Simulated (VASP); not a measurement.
Ni, 2 atoms in the cell. The structure is hexagonal, space group P6_3/mmc (No. 194). Conventional cell: a = 2.496 Å, b = 2.496 Å, c = 4.153 Å, α = 90.00°, β = 90.00°, γ = 120.00°. Ni (site symmetry -6m2) has 12 Ni at 2.50 to 2.53 Å within 3.3 Å. This isn't the form of Ni at room conditions, which is fcc.

```yaml
Program: VASP 6.6.1
Task: single point
Functional: PBE
Potentials_or_basis: VASP PAW PBE potentials, release 64 (Ni_sv_GW)
Cutoff: 690 eV
k_mesh: 12 × 12 × 7
Occupations: fermi-dirac, width 0.05 eV
Spin: collinear spin, ferromagnetic start
Starting_moments: "[1.0, 1.0] μB"
Dipole_correction: no
Further_INCAR_settings: ALGO = Normal; EDIFF = 1e-06; NBANDS = 29
```

Potentials or basis: VASP PAW PBE potentials, release 64 (Ni_sv_GW).

The run is started by

```bash
$ cat potpaw_PBE.64/Ni_sv_GW/POTCAR > POTCAR
$ mpirun -np 1 vasp_std > vasp.out
```

Hardware: 1 thread of Intel(R) Xeon(R) Platinum 8375C CPU @ 2.90GHz (Ice Lake), with other jobs on the host.

Problem. Estimate the wall time of this run.

Solution. It took 4.1 min on 1 thread of Intel(R) Xeon(R) Platinum 8375C CPU @ 2.90GHz (Ice Lake) (shared host), peak memory 0.25 GiB. Counts: scf iterations 14, k points 76.
